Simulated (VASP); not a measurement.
Sc, 1 atom in the cell. It takes space group Pm-3m (No. 221, cubic). Conventional cell: a = 3.008 Å, b = 3.008 Å, c = 3.008 Å, α = 90.00°, β = 90.00°, γ = 90.00°. Within 4.0 Å of Sc (site symmetry m-3m) lie 6 Sc at 3.01 Å. This isn't the form of Sc at room conditions, which is hcp.

- Program: VASP 6.6.1
- Task: single point
- Functional: revPBE
- Potentials or basis: VASP PAW PBE potentials, release 64 (Sc_sv)
- Cutoff: 500 eV
- k mesh: 10 × 10 × 10
- Occupations: fermi-dirac, width 0.1 eV
- Spin: no spin polarisation
- Dipole correction: no
- Further INCAR settings: ALGO = Normal; EDIFF = 1e-06; NBANDS = 12

Potentials or basis: VASP PAW PBE potentials, release 64 (Sc_sv).

Launch:

```bash
$ cat potpaw_PBE.64/Sc_sv/POTCAR > POTCAR
$ mpirun -np 1 vasp_std > vasp.out
```

Hardware: 1 thread of Intel Xeon 8259CL (shared host).

Q: Estimate the wall time of this run.

A: Wall time 22 s on 1 thread of Intel Xeon 8259CL, on a shared host, peak memory 0.14 GiB. Counts: scf iterations 12, k points 56.
